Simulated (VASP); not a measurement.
**Cr3Cu: single point with LDA**

Crystal: Cr3Cu.

```
Cr Cu
1.0
     3.47761    0.00000    0.00000
     0.00000    3.47761    0.00000
     0.00000    0.00000    3.47761
Cr Cu
3 1
Direct
  0.00000 0.50000 0.50000
  0.50000 0.00000 0.50000
  0.50000 0.50000 0.00000
  0.00000 0.00000 0.00000
```

| Quantity | Value |
| --- | --- |
| Program | VASP 6.6.1 |
| Task | single point |
| Functional | LDA |
| Potentials or basis | VASP PAW LDA potentials, release 64 (Cr_pv, Cu) |
| Cutoff | 520 eV |
| k mesh | 7 × 7 × 7 |
| Occupations | fermi-dirac, width 0.1 eV |
| Spin | collinear spin, ferromagnetic start |
| Starting moments | [2.1, 2.1, 2.1, 0.0] μB |

| Property | Result |
| --- | --- |
| Pressure | 9.9 GPa |
| Net moment | 0.00 μB per cell |
| Valence electrons inside the program's atomic spheres | Cr 11.18; Cu 10.40 |

Levels at points of the mesh, in eV from the Fermi level:
Spin up:
```
           k point  band 21  band 22  band 23  band 24  band 25  band 26
(0.00, 0.00, 0.00)    -1.03     1.25     1.25     1.25     2.01     2.01
```
Spin down:
```
           k point  band 19  band 20  band 21  band 22  band 23  band 24  band 25  band 26  band 27  band 28
(0.00, 0.00, 0.00)    -2.00    -1.03    -1.03     1.25     1.25     1.25     2.01     2.01     2.78     3.25
```

Run time: 68 s on 1 thread of AMD EPYC 9R45 (Zen 5) (shared host), peak memory 0.13 GiB.

Caveat: the starting moments collapsed, and a magnetic state may lie lower.
